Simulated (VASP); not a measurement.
Set up this calculation in VASP 6.6.1, as the native input.

```yaml
Task: single point
Functional: r2SCAN
Potentials_or_basis: VASP PAW PBE potentials, release 64 (Sn_d)
Cutoff: 520 eV
k_mesh: 16 × 16 × 16
Occupations: gaussian, width 0.1 eV
Spin: no spin polarisation
Dipole_correction: no
Further_INCAR_settings: ALGO = Normal; EDIFF = 1e-06; NBANDS = 21
```

Crystal: Sn.

```
CELL_PARAMETERS angstrom
-2.80982 2.80982 1.51455
2.80982 -2.80982 1.51455
2.80982 2.80982 -1.51455
ATOMIC_POSITIONS crystal
Sn 0.00000 0.00000 0.00000
Sn 0.75000 0.25000 0.50000
```

One way to write it, as run:

POSCAR

```
Sn
1.0
   -2.8098236133      2.8098236133      1.5145481832
    2.8098236133     -2.8098236133      1.5145481832
    2.8098236133      2.8098236133     -1.5145481832
Sn
2
Direct
    0.0000000000      0.0000000000      0.0000000000
    0.7500000000      0.2500000000      0.5000000000
```

INCAR.step1

```
SYSTEM = Sn
  ALGO = Normal
  EDIFF = 1E-4
  ENCUT = 520
  GGA = PE
  ISMEAR = 0
  LASPH = .True.
  LCHARG = .False.
  LREAL = .False.
  LWAVE = .True.
  NBANDS = 21
  NELM = 60
  PREC = Accurate
  SIGMA = 0.1
```

INCAR.step2

```
SYSTEM = Sn
  ALGO = Normal
  EDIFF = 1E-6
  ENCUT = 520
  ISIF = 2
  ISMEAR = 0
  ISTART = 1
  LASPH = .True.
  LCHARG = .True.
  LELF = .True.
  LMIXTAU = .True.
  LREAL = .False.
  LVHAR = .True.
  LWAVE = .False.
  METAGGA = R2SCAN
  NBANDS = 21
  NELM = 60
  PREC = Accurate
  SIGMA = 0.1
```

KPOINTS

```
k-points
0
Gamma
  16 16 16
  0 0 0
```

Potentials or basis: VASP PAW PBE potentials, release 64 (Sn_d).

Command:

```console
$ cat potpaw_PBE.64/Sn_d/POTCAR > POTCAR
$ cp INCAR.step1 INCAR
$ mpirun -np 1 vasp_std > vasp.out
$ cp INCAR.step2 INCAR
$ mpirun -np 1 vasp_std > vasp.out
```

It gave:

* Pressure: 10.9 GPa
* Band gap on the k mesh: zero (band 14 reaches 11.54 eV, above the bottom of band 15 at 6.30 eV)

Caveat: the PAW data sets were made with another functional, which shifts forces and pressure a little; spin-orbit coupling is left out, which moves the levels of the heavy elements.

Run time: 5.4 min on 1 thread of Intel(R) Xeon(R) 6975P-C (Granite Rapids) (shared host), peak memory 0.38 GiB.
